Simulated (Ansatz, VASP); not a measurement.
# One calculation of HfN, two programs

```xyz
2
Lattice="0.0000 2.2744 2.2744 2.2744 0.0000 2.2744 2.2744 2.2744 0.0000" Properties=species:S:1:pos:R:3 pbc="T T T"
Hf    0.0000    0.0000    0.0000
N     2.2744    2.2744    2.2744
```

Alike in both runs: functional PBE; k mesh 16 × 16 × 16; occupations fermi-dirac, width 0.15 eV; no spin polarisation.

Ansatz relaxed the structure, and its values are those at the end. VASP's run is a single point on that final structure, the one shown.

|  | VASP | Ansatz |
| --- | --- | --- |
| version | VASP 6.6.1 | Ansatz 0.2.0 |
| potentials or method | VASP PAW PBE potentials, release 64 (Hf_pv, N), cutoff 520 eV | scalar-relativistic, plane waves, PAW |
| valence electrons in the cell | 15 | 31 |

```tsv
	VASP	Ansatz	Ansatz less VASP
gap on the k mesh at the Fermi level (eV)	none	none	-
pressure (GPa)	-2.3	0.0	+2.34
```

A gap of «none» marks a metal or a gap that the smearing closes. VASP's potentials hold 15 valence electrons a cell and Ansatz's 31, so a difference there can come from the potentials and not from the codes.

Neither program's run includes spin-orbit coupling.
